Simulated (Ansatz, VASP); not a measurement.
## One calculation of PdPt3Se8, two programs

```
Pd Pt Se
1.0
     7.50099    0.00000    0.00000
    -3.75050    6.49605    0.00000
     0.00000    0.00000    6.28236
Pd Pt Se
1 3 8
Direct
  0.00000 0.00000 0.00000
  0.00000 0.50000 0.00000
  0.50000 0.50000 0.00000
  0.50000 0.00000 0.00000
  0.33333 0.66667 0.79170
  0.33421 0.16710 0.79210
  0.83290 0.66579 0.79210
  0.83290 0.16710 0.79210
  0.16710 0.83290 0.20790
  0.16710 0.33421 0.20790
  0.66579 0.83290 0.20790
  0.66667 0.33333 0.20830
```

Alike in both runs: task single point; functional PBE; k mesh 3 × 3 × 4; occupations gaussian, width 0.1 eV; no spin polarisation.

|  | VASP | Ansatz |
| --- | --- | --- |
| version | VASP 6.6.1 | Ansatz 0.2.0 |
| potentials or method | VASP PAW PBE potentials, release 64 (Pd, Pt, Se), cutoff 520 eV | scalar-relativistic, plane waves, PAW |
| valence electrons in the cell | 88 | 200 |

|  | VASP | Ansatz | Ansatz less VASP |
| --- | --- | --- | --- |
| gap on the k mesh at the Fermi level (eV) | 0.82 | 0.83 | +0.010 |
| least direct gap on the mesh (eV) | 0.91 | 0.92 | +0.009 |
| pressure (GPa) | 0.0 | 0.0 | +0.03 |
| traceless stress, the component that is largest in VASP (GPa) | -0.05 | -0.05 | -0.004 |
| rms of the force components (eV/Å) | 0.005 | 0.003 | -0.0013 |

Atom by atom the forces differ by 0.002 eV/Å (rms over components). VASP's potentials hold 88 valence electrons a cell and Ansatz's 200, so a difference there can come from the potentials and not from the codes.

Spin-orbit coupling is off throughout.
